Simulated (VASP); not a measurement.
# LiNbO3 (R3c) in VASP: further runs

Runs on LiNbO3. Level: PBE. Tasks: single point.

All numbers are computed with VASP 6.6.1; they aren't measurements. Logs are shortened: lines on timing, memory, paths and dates and some standing lists are left out, and cuts for length are marked.

**1. The cell of the first run**

The structure is trigonal, space group R3c (No. 161). Conventional cell: a = 5.223 Å, b = 5.223 Å, c = 13.795 Å, α = 90.00°, β = 90.00°, γ = 120.00°. Li (site symmetry 3) has 6 O at 2.01 to 2.60 Å within 2.7 Å. Nb (site symmetry 3) has 6 O at 1.91 to 2.09 Å within 2.5 Å. Within 2.5 Å of O (site symmetry 1) lie 2 Nb at 1.91 to 2.09 Å and 1 Li at 2.01 Å.

**2. Single point, PBE (mode 1 (-212.2 1/cm) frozen in, largest displacement +0.163 Å)**

Contents of INCAR:

```
SYSTEM = LiNbO3
  ALGO = Normal
  EDIFF = 1E-6
  ENCUT = 520
  GGA = PE
  ISIF = 2
  ISMEAR = 0
  LASPH = .TRUE.
  LCHARG = .FALSE.
  LREAL = .FALSE.
  LWAVE = .FALSE.
  NBANDS = 45
  NELM = 100
  PREC = Accurate
  SIGMA = 0.05
```

Contents of KPOINTS:

```
k-points
0
G
  6 6 6
  0 0 0
```

Contents of POSCAR:

```
LiNbO3
1.0
    2.6115578418      1.5077836230      4.5982666595
   -2.6115578418      1.5077836230      4.5982666595
    0.0000000000     -3.0155672459      4.5982666595
Li Nb O
2 2 6
Direct
    0.2382201989      0.2382201989      0.2382201989
    0.7382201989      0.7382201989      0.7382201989
   -0.0033708006     -0.0033708006     -0.0033708006
    0.4966291994      0.4966291994      0.4966291994
    0.1385409901      0.3777897537      0.7583533405
    0.7583533405      0.1385409901      0.3777897537
    0.3777897537      0.7583533405      0.1385409901
    0.8777897537      0.6385409901      0.2583533405
    0.2583533405      0.8777897537      0.6385409901
    0.6385409901      0.2583533405      0.8777897537
```

Potentials or basis: VASP PAW PBE potentials, release 64 (Li_sv, Nb_sv, O).

Command:

```console
$ cat potpaw_PBE.64/Li_sv/POTCAR potpaw_PBE.64/Nb_sv/POTCAR potpaw_PBE.64/O/POTCAR > POTCAR
$ mpirun -np 1 vasp_std > vasp.out
```

OUTCAR:

```text
SYSTEM = LiNbO3
   EDIFF = 1E-6
   ENCUT = 520
   GGA = PE
   ISIF = 2
   ISMEAR = 0
   LASPH = .TRUE.
   LREAL = .FALSE.
   NELM = 100
   PREC = Accurate

 ion  position               nearest neighbor table
   1  0.238  0.238  0.238-   9 2.01   8 2.01  10 2.01
   2  0.738  0.738  0.738-   7 2.01   5 2.01   6 2.01
   3  0.997  0.997  0.997-   9 1.91  10 1.91   8 1.91   6 2.09   7 2.09   5 2.09
   4  0.497  0.497  0.497-   7 1.91   6 1.91   5 1.91  10 2.09   9 2.09   8 2.09
   5  0.139  0.378  0.758-   4 1.91   2 2.01   3 2.09
   6  0.758  0.139  0.378-   4 1.91   2 2.01   3 2.09
   7  0.378  0.758  0.139-   4 1.91   2 2.01   3 2.09
   8  0.878  0.639  0.258-   3 1.91   1 2.01   4 2.09
   9  0.258  0.878  0.639-   3 1.91   1 2.01   4 2.09
  10  0.639  0.258  0.878-   3 1.91   1 2.01   4 2.09

  LATTYP: Found a trigonal (rhomboedric) cell.
 ALAT       =     5.4988818942
 COS(alpha) =     0.5488920195

  Lattice vectors:

 A1 = (   2.6115578418,   1.5077836230,   4.5982666595)
 A2 = (  -2.6115578418,   1.5077836230,   4.5982666595)
 A3 = (   0.0000000000,  -3.0155672459,   4.5982666595)

Analysis of symmetry for initial positions (statically):
=====================================================================
 Subroutine PRICEL returns:
 Original cell was already a primitive cell.

 Routine SETGRP: Setting up the symmetry group for a
 trigonal (rhombohedral) supercell.

 Subroutine GETGRP returns: Found  6 space group operations
 (whereof  3 operations were pure point group operations)
 out of a pool of 12 trial point group operations.

The static configuration has the point symmetry C_3 .
 The point group associated with its full space group is C_3v.

Analysis of symmetry for dynamics (positions and initial velocities):
=====================================================================
 Subroutine PRICEL returns:
 Original cell was already a primitive cell.

 Routine SETGRP: Setting up the symmetry group for a
 trigonal (rhombohedral) supercell.

 Subroutine GETGRP returns: Found  6 space group operations
 (whereof  3 operations were pure point group operations)
 out of a pool of 12 trial point group operations.

The dynamic configuration has the point symmetry C_3 .
 The point group associated with its full space group is C_3v.

 Subroutine INISYM returns: Found  6 space group operations
 (whereof  3 operations are pure point group operations),
 and found     1 'primitive' translations

----------------------------------------------------------------------------------------

                                     Primitive cell

  volume of cell :     108.6386

  direct lattice vectors                    reciprocal lattice vectors
     2.611557842  1.507783623  4.598266660     0.191456606  0.110537523  0.072491084
    -2.611557842  1.507783623  4.598266660    -0.191456606  0.110537523  0.072491084
     0.000000000 -3.015567246  4.598266660     0.000000000 -0.221075046  0.072491084

  length of vectors
     5.498881894  5.498881894  5.498881894     0.232656685  0.232656685  0.232656685

  position of ions in fractional coordinates (direct lattice)
     0.238220199  0.238220199  0.238220199
     0.738220199  0.738220199  0.738220199
     0.996629199  0.996629199  0.996629199
     0.496629199  0.496629199  0.496629199
     0.138540990  0.377789754  0.758353341
     0.758353341  0.138540990  0.377789754
     0.377789754  0.758353341  0.138540990
     0.877789754  0.638540990  0.258353341
     0.258353341  0.877789754  0.638540990
     0.638540990  0.258353341  0.877789754

  ion indices of the primitive-cell ions
   primitive index   ion index
                 1           1
                 2           2
                 3           3
                 4           4
                 5           5
                 6           6
                 7           7
                 8           8
                 9           9
                10          10

----------------------------------------------------------------------------------------

 KPOINTS: k-points

Automatic generation of k-mesh.
 Grid dimensions read from file:
 generate k-points for:    6    6    6

 Generating k-lattice:

  Cartesian coordinates                     Fractional coordinates (reciprocal lattice)
     0.031909434  0.018422920  0.012081847     0.166666667 -0.000000000 -0.000000000
    -0.031909434  0.018422920  0.012081847    -0.000000000  0.166666667 -0.000000000
     0.000000000 -0.036845841  0.012081847     0.000000000  0.000000000  0.166666667

  Length of vectors
     0.038776114  0.038776114  0.038776114

  Shift w.r.t. Gamma in fractional coordinates (k-lattice)
     0.000000000  0.000000000  0.000000000

 Subroutine IBZKPT returns following result:
 ===========================================

 Found     32 irreducible k-points:

 Following reciprocal coordinates:
            Coordinates               Weight
  0.000000  0.000000  0.000000      1.000000
  0.166667 -0.000000  0.000000      6.000000
  0.333333 -0.000000 -0.000000      6.000000
  0.500000 -0.000000 -0.000000      3.000000
  0.166667  0.166667  0.000000      6.000000
  0.333333  0.166667 -0.000000     12.000000
[... 16 lines left out ...]
  0.500000  0.500000  0.166667      6.000000
 -0.333333  0.500000  0.166667     12.000000
 [... further k-points ...]
   k-points           NKPTS =     32   k-points in BZ     NKDIM =     32   number of bands    NBANDS=     45
   number of dos      NEDOS =    301   number of ions     NIONS =     10
   total plane-waves  NPLWV =  74088
   dimension x,y,z NGX =    42 NGY =   42 NGZ =   42
   dimension x,y,z NGXF=    84 NGYF=   84 NGZF=   84
   ions per type =               2   2   6
   NGX,Y,Z   is equivalent  to a cutoff of  12.70, 12.70, 12.70 a.u.
   NGXF,Y,Z  is equivalent  to a cutoff of  25.40, 25.40, 25.40 a.u.
 SYSTEM =  LiNbO3
   PREC   = accura    normal or accurate (medium, high low for compatibility)
   ISTART =      0    job   : 0-new  1-cont  2-samecut
   ICHARG =      2    charge: 1-file 2-atom 10-const
   ISPIN  =      1    spin polarized calculation?
   LNONCOLLINEAR =      F non collinear calculations
   LSORBIT =      F    spin-orbit coupling
   LASPH  =      T    aspherical Exc in radial PAW
   ENCUT  =  520.0 eV  38.22 Ry    6.18 a.u.  10.22 10.22 10.22*2*pi/ulx,y,z
   NELM   =    100;   NELMIN=  2; NELMDL= -5     # of ELM steps
   EDIFF  = 0.1E-05   stopping-criterion for ELM
   LREAL  =      F    real-space projection
   EDIFFG = 0.1E-04   stopping-criterion for IOM
   NSW    =      0    number of steps for IOM
   IBRION =     -1    ionic relax: 0-MD 1-quasi-New 2-CG
   NFREE  =      0    steps in history (QN), initial steepest desc. (CG)
   ISIF   =      2    stress and relaxation
   ISYM   =      2    0-nonsym 1-usesym 2-fastsym
   POTIM  = 0.5000    time-step for ionic-motion
   TEBEG  =    0.0;   TEEND  =   0.0 temperature during run
   PSTRESS=    0.0 pullay stress
   NELECT =      68.0000    total number of electrons
   NUPDOWN=      -1.0000    fix difference up-down
   EMIN   =  10.00;   EMAX   =-10.00  energy-range for DOS
   EFERMI =   0.00;   METHOD = LEGACY
   ISMEAR =     0;   SIGMA  =   0.05  broadening in eV -4-tet -1-fermi 0-gaus
   EFERMI_NEDOS =   21; number of points for ismear=-14 and -15
   IALGO  =     38    algorithm
   IMIX   =      4    mixing-type and parameters
     AMIX     =   0.40;   BMIX     =  1.00
     AMIX_MAG =   1.60;   BMIX_MAG =  1.00
  volume/ion in A,a.u.               =      10.86        73.31
  Fermi-wavevector in a.u.,A,eV,Ry     =   1.400393  2.646358 26.682374  1.961099
  Thomas-Fermi vector in A             =   2.523357
   LORBIT       =      0    0 simple, 1 ext, 2 COOP (PROOUT), +10 PAW based schemes
   GGA     = PE    functional components
   LHFCALC =     F    Hartree Fock is set to
   AEXX    =    0.0000 exact exchange contribution
   IVDW    =     0    specifies the selected vdW correction
   LEPSILON=     F    determine dielectric tensor
   LRPA    =     F    only Hartree local field effects (RPA)
 non-spin polarized calculation
 Gauss-broadening in eV      SIGMA  =   0.05
  energy-cutoff  :      520.00
  volume of cell :      108.64
 maximum number of plane-waves:      2952
 NGX is ok and might be reduce to    42
   NGX = 21   NGY = 21   NGZ = 21

 number of electron      67.9999988 magnetization

 Free energy of the ion-electron system (eV)
  ---------------------------------------------------
  ext. energy  EPLUGINS =         0.00000000
  ---------------------------------------------------
  free energy    TOTEN  =       -79.86602051 eV

  energy without entropy =      -79.86602051  energy(sigma->0) =      -79.86602051

 E-fermi :   3.6715     XC(G=0): -10.6803

 val. band max:        3.4603958145   @ k =  -0.1667   0.1667   0.0000
 cond. band min:       6.4775319412   @ k =   0.0000   0.0000   0.0000
 fundamental gap:      3.0171361267
 Fermi energy:         3.6714851624

 k-point     1 :       0.0000    0.0000    0.0000
  band No.  band energies     occupation
      1     -50.8658      2.00000
      2     -50.8517      2.00000
      3     -39.4240      2.00000
      4     -39.4223      2.00000
      5     -27.1200      2.00000
      6     -27.1200      2.00000
[... 37 lines left out ...]
     44      13.9966      0.00000
     45      14.1951      0.00000

 k-point     2 :       0.1667   -0.0000    0.0000
  band No.  band energies     occupation
      1     -50.8648      2.00000
      2     -50.8526      2.00000
      3     -39.4240      2.00000
      4     -39.4225      2.00000
      5     -27.1108      2.00000
      6     -27.1099      2.00000
[... 37 lines left out ...]
     44      13.7869      0.00000
     45      13.8348      0.00000

 k-point     3 :       0.3333   -0.0000   -0.0000
  band No.  band energies     occupation
      1     -50.8622      2.00000
      2     -50.8552      2.00000
      3     -39.4237      2.00000
      4     -39.4228      2.00000
      5     -27.0843      2.00000
      6     -27.0819      2.00000
[... 37 lines left out ...]
     44      13.2065      0.00000
     45      13.3106      0.00000

 k-point     4 :       0.5000   -0.0000   -0.0000
  band No.  band energies     occupation
      1     -50.8587      2.00000
      2     -50.8587      2.00000
      3     -39.4232      2.00000
      4     -39.4232      2.00000
      5     -27.0459      2.00000
      6     -27.0459      2.00000
[... 901 lines left out ...]
     44      12.9798      0.00000
     45      13.4476      0.00000

 k-point    23 :       0.5000    0.5000    0.1667
  band No.  band energies     occupation
      1     -50.8608      2.00000
      2     -50.8567      2.00000
      3     -39.4235      2.00000
      4     -39.4229      2.00000
      5     -27.1185      2.00000
      6     -27.1135      2.00000
[... 37 lines left out ...]
     44      13.1405      0.00000
     45      13.4953      0.00000

 k-point    24 :      -0.3333    0.5000    0.1667
  band No.  band energies     occupation
      1     -50.8599      2.00000
      2     -50.8575      2.00000
      3     -39.4234      2.00000
      4     -39.4231      2.00000
      5     -27.1250      2.00000
      6     -27.1225      2.00000
[... 37 lines left out ...]
     44      13.1737      0.00000
     45      13.6004      0.00000

 [... further k-points ...]

------------------------ aborting loop because EDIFF is reached ----------------------------------------

  FORCE on cell =-STRESS in cart. coord.  units (eV):
  Direction    XX          YY          ZZ          XY          YZ          ZX
  --------------------------------------------------------------------------------------
  -------------------------------------------------------------------------------------
  Total        0.8025832      0.8025832      1.2902304      0.0000000      0.0000000      0.0000000
  in kB       11.8363170     11.8363170     19.0280273      0.0000000      0.0000000      0.0000000
  external PRESSURE =      14.2335537 kB  Pullay stress =       0.0000000 kB

 VOLUME and BASIS-vectors are now :
 -----------------------------------------------------------------------------
  energy-cutoff  :      520.00
  volume of cell :      108.64
      direct lattice vectors                 reciprocal lattice vectors
     2.611557842  1.507783623  4.598266660     0.191456606  0.110537523  0.072491084
    -2.611557842  1.507783623  4.598266660    -0.191456606  0.110537523  0.072491084
     0.000000000 -3.015567246  4.598266660     0.000000000 -0.221075046  0.072491084

 POSITION                                       TOTAL-FORCE (eV/Angst)
 -----------------------------------------------------------------------------------
      0.00000      0.00000      3.28620         0.000000     -0.000000     -0.161070
      0.00000      0.00000     10.18360         0.000000     -0.000000     -0.161070
      0.00000      0.00000     13.74830         0.000000     -0.000000     -0.196543
      0.00000      0.00000      6.85090         0.000000     -0.000000     -0.196543
     -0.62481     -1.50835      5.86134        -0.092043     -0.160758      0.119204
      1.61868      0.21307      5.86134         0.185242      0.000668      0.119204
     -0.99386      1.29528      5.86134        -0.093199      0.160090      0.119204
      0.62481      1.50722      8.16047         0.092043     -0.160758      0.119204
     -1.61769     -0.21251      8.16047         0.093199      0.160090      0.119204
      0.99288     -1.29471      8.16047        -0.185242      0.000668      0.119204
 -----------------------------------------------------------------------------------
    total drift:                                0.000000     -0.000000     -0.000187

  FREE ENERGIE OF THE ION-ELECTRON SYSTEM (eV)
  ---------------------------------------------------
  free  energy   TOTEN  =       -79.8660205128 eV

  energy  without entropy=      -79.8660205128  energy(sigma->0) =      -79.86602051
```

It took 4.3 min on 1 thread of AMD EPYC 7R13 (Zen 3), shared host; peak memory 0.28 GiB.

What came out:

* Free energy: -79.8660 eV
* Largest force: 0.220 eV/Å
* Band gap on the k mesh: 3.02 eV, indirect (least direct gap 3.07 eV)

Forces on the atoms (eV/Å):
```
Li   0.000  0.000 -0.161
Li   0.000  0.000 -0.161
Nb   0.000  0.000 -0.197
Nb   0.000  0.000 -0.197
O   -0.092 -0.161  0.119
O    0.185  0.001  0.119
O   -0.093  0.160  0.119
O    0.092 -0.161  0.119
O    0.093  0.160  0.119
O   -0.185  0.001  0.119
```

Caveat: the cell differs from its parent crystal (mode 1 (-212.2 1/cm) frozen in, largest displacement +0.163 Å); the cutoff is under 1.25 times the usual one of these potentials, so pressure, stress and relaxed cells hold a basis-set (Pulay) error. A k mesh can miss the band edges.

(Continued in part 2 of 3.)
